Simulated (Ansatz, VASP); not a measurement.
# Al: VASP beside Ansatz

File INCAR:

```
SYSTEM = Al
  PREC = Accurate
  ENCUT = 520
  EDIFF = 1E-6
  ISMEAR = 0
  SIGMA = 0.15
  LREAL = .FALSE.
  LASPH = .TRUE.
  NELM = 80
  ALGO = Normal
  ISIF = 2
  LWAVE = .FALSE.
  LCHARG = .FALSE.
  GGA = PS
  NBANDS = 10
```

File KPOINTS:

```
regular mesh
0
G
  18 18 10
  0 0 0
```

File POSCAR:

```
Al
1.0
    2.9295000000      0.0000000000      0.0000000000
   -1.4647500000      2.5370214204      0.0000000000
    0.0000000000      0.0000000000      4.9351000000
Al
2
Direct
    0.6666666667      0.3333333333      0.7500000000
    0.3333333333      0.6666666667      0.2500000000
```

Input for Ansatz:

```yaml
crystal:
  lattice:
    - [2.9295, 0.0, 0.0]
    - [-1.46475, 2.5370214204, 0.0]
    - [0.0, 0.0, 4.9351]
  atoms:
    - { symbol: Al, position: [0.6666666667, 0.3333333333, 0.75] }
    - { symbol: Al, position: [0.3333333333, 0.6666666667, 0.25] }
basis:
  ecutwfc: 420
kpoints:
  mp_grid: { grid: [18, 18, 10] }
hamiltonian:
  xc: pbesol
  pseudopotentials: { kind: paw, azcp: { folder: soft_1 } }
scf:
  occupations: { method: gaussian, width: 0.15 }
output:
  forces: true
  stress: true
  eigenvalues: true
```

Alike in both runs: task single point; functional PBEsol; k mesh 18 × 18 × 10; occupations gaussian, width 0.15 eV; no spin polarisation.

|  | VASP | Ansatz |
| --- | --- | --- |
| version | VASP 6.6.1 | Ansatz 0.2.0 |
| potentials or method | VASP PAW PBE potentials, release 64 (Al), cutoff 520 eV | scalar-relativistic, plane waves, PAW |
| valence electrons in the cell | 6 | 6 |

|  | VASP | Ansatz | Ansatz less VASP |
| --- | --- | --- | --- |
| gap on the k mesh at the Fermi level (eV) | none | none | - |
| pressure (GPa) | -7.0 | -7.0 | -0.04 |

VASP's potentials were made for PBE, not for PBEsol, and Ansatz warns of the same on its side. A gap of «none» marks a metal or a gap that the smearing closes. With one functional, cell and mesh, what is left measures potentials, basis and numerics.
